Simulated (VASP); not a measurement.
Runs of VASP 6.6.1 on CS2. The structure is that of space group Cmce (No. 64), or close to it. The cells are those of the table. 

```csv
task,level,potentials or basis,cell,k mesh,cutoff (eV),smearing,gap on the mesh (eV),pressure (GPa),largest force (eV/Å)
single point,PBEsol,"VASP PAW PBE potentials, release 64 (S, C)","a = 4.718, b = 4.718, c = 10.245 Å, angles 90.0, 90.0, 78.8°, 6 atoms",5 × 5 × 3,520,fermi-dirac 0.05 eV,3.41,-2.7,1.64
single point,PBEsol,"VASP PAW PBE potentials, release 64 (S, C)","a = 4.718, b = 4.718, c = 10.048 Å, angles 90.0, 90.0, 78.8°, 6 atoms",5 × 5 × 3,520,fermi-dirac 0.05 eV,3.43,-1.6,0.92
relaxation of cell and atoms,PBEsol,"VASP PAW PBE potentials, release 64 (S, C)","relaxed to 30 GPa from a = 4.718, b = 4.718, c = 9.851 Å, angles 90.0, 90.0, 78.8°, 6 atoms",6 × 6 × 3,600,fermi-dirac 0.05 eV,none,30.0,0.01
relaxation of cell and atoms,PBEsol,"VASP PAW PBE potentials, release 64 (S, C)","relaxed to 20 GPa from a = 4.718, b = 4.718, c = 9.851 Å, angles 90.0, 90.0, 78.8°, 6 atoms",6 × 6 × 3,600,fermi-dirac 0.05 eV,none,20.0,0.01
single point,LDA,"VASP PAW LDA potentials, release 64 (S, C_h)","a = 4.718, b = 4.718, c = 9.851 Å, angles 90.0, 90.0, 78.8°, 6 atoms",6 × 6 × 4,1300,gaussian 0.01 eV,(a),-1.6,0.51
```

Alike in all rows: no spin polarisation.

Problem. Fill in the values left out.

Solution. (a) 3.34.

Caveats: this functional lacks dispersion, which holds the molecules together, so the pressure and a relaxed volume are unreliable (at least some runs); the PAW data sets were made with another functional, which shifts forces and pressure a little (at least some runs); the cell is relaxed towards a set pressure, so the run minimises the enthalpy, not the energy (at least some runs); semilocal functionals underestimate gaps, and a narrow one can read as zero (at least some runs).

A k mesh can miss the band edges.

A gap of «none» marks levels without a gap at the run's occupations.
